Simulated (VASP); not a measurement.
Ca3Y3Au, 7 atoms in the cell. It takes space group Pm-3m (No. 221, cubic). The conventional cell has a = 5.566 Å, b = 5.566 Å, c = 5.566 Å, α = 90.00°, β = 90.00°, γ = 90.00°. Ca (site symmetry 4/mmm) has 4 Y at 2.78 Å within 3.7 Å. Y (site symmetry 4/mmm) has 4 Ca at 2.78 Å and 2 Au at 2.78 Å within 3.7 Å. Au (site symmetry m-3m) has 6 Y at 2.78 Å within 3.7 Å. The cell was built from a structure type or drawn by symmetry, and may not be a known phase.

```yaml
Program: VASP 6.6.1
Task: relaxation of cell and atoms
Functional: PBE
Potentials_or_basis: VASP PAW PBE potentials, release 64 (Ca_sv, Y_sv, Au)
Cutoff: 600 eV
k_mesh: 4 × 4 × 4
Occupations: gaussian, width 0.1 eV
Spin: no spin polarisation
Dipole_correction: no
Further_INCAR_settings: ALGO = Normal; EDIFF = 1e-06; IBRION = 2; EDIFFG = -0.04; NSW = 90; ISIF = 3
```

Potentials or basis: VASP PAW PBE potentials, release 64 (Ca_sv, Y_sv, Au).

Command:

```bash
$ cat potpaw_PBE.64/Ca_sv/POTCAR potpaw_PBE.64/Y_sv/POTCAR potpaw_PBE.64/Au/POTCAR > POTCAR
$ mpirun -np 1 vasp_std > vasp.out
```

Hardware: 1 thread of Intel(R) Xeon(R) 6975P-C (Granite Rapids), with other jobs on the host.

Estimate the wall time of this run.

Wall time 3.7 min on 1 thread of Intel(R) Xeon(R) 6975P-C (Granite Rapids), on a shared host, peak memory 0.4 GiB. Counts: scf iterations 37, k points 10, ion steps 3.
